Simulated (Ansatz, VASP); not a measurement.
# KF in VASP and in Ansatz

```
CELL_PARAMETERS angstrom
0.00000 2.65906 2.65906
2.65906 0.00000 2.65906
2.65906 2.65906 0.00000
ATOMIC_POSITIONS crystal
K 0.00000 0.00000 0.00000
F 0.50000 0.50000 0.50000
```

Alike in both runs: functional r2SCAN; k mesh 10 × 10 × 10; occupations fermi-dirac, width 0.02 eV; no spin polarisation.

Ansatz relaxed the structure, and its values are those at the end. VASP's run is a single point on that final structure, the one shown.

|  | VASP | Ansatz |
| --- | --- | --- |
| version | VASP 6.6.1 | Ansatz 0.2.0 |
| potentials or method | VASP PAW PBE potentials, release 64 (K_sv, F), cutoff 520 eV | PAW plane waves |
| valence electrons in the cell | 16 | 16 |

```csv
,VASP,Ansatz,Ansatz less VASP
gap on the k mesh at the Fermi level (eV),6.91,6.91,+0.005
pressure (GPa),0.0,0.0,+0.05
```

VASP's potentials were made for PBE, not for r2SCAN. The functional is the same, so the differences come from potentials, cutoffs and numerics. Ansatz's warnings: stress scf threshold loose.
